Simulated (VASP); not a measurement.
Runs of VASP 6.6.1 on AlGa3N4. The structure is that of space group Pm (No. 6), or close to it. The cells are those of the table. 

| cell | gap on the mesh (eV) | pressure (GPa) | largest force (eV/Å) |
| --- | --- | --- | --- |
| a = 3.165, b = 5.478, c = 10.645 Å, angles 75.1, 90.0, 90.0°, 16 atoms | 1.65 | -1.4 | 0.78 |
| a = 3.165, b = 5.478, c = 11.255 Å, angles 66.0, 90.0, 90.0°, 16 atoms | 2.05 | -1.3 | 1.20 |
| a = 3.165, b = 5.478, c = 10.326 Å, angles 84.9, 90.0, 90.0°, 16 atoms | 1.89 | -1.1 | 1.58 |
| a = 3.165, b = 5.478, c = 10.916 Å, angles 70.4, 90.0, 90.0°, 16 atoms | 1.86 | (a) | 1.10 |
| a = 3.165, b = 5.478, c = 10.295 Å, angles 87.4, 90.0, 90.0°, 16 atoms | 2.23 | -0.6 | 0.86 |
| a = 3.165, b = 5.478, c = 10.447 Å, angles 79.9, 90.0, 90.0°, 16 atoms | (b) | -0.8 | 0.82 |
| a = 3.165, b = 5.478, c = 10.376 Å, angles 82.4, 90.0, 90.0°, 16 atoms | 1.48 | -1.0 | 1.42 |

Alike in all rows: task single point; level PBEsol; potentials or basis VASP PAW PBE potentials, release 64 (Al, Ga_d, N); no spin polarisation; k mesh 8 × 5 × 3; cutoff (eV) 520; smearing gaussian 0.05 eV.

**Question.** Fill in the values left out.

**Answer.** (a) -1.5; (b) 1.25.

Caveats: the PAW data sets were made with another functional, which shifts forces and pressure a little; the stress differs along the axes, from -7 to 3 GPa (at least some runs); the stress differs along the axes, from -4 to 3 GPa (at least some runs); the stress differs along the axes, from -5 to 7 GPa (at least some runs); the stress differs along the axes, from -5 to 5 GPa (at least some runs).

A k mesh can miss the band edges, and the runs leave out spin-orbit coupling on Ga.
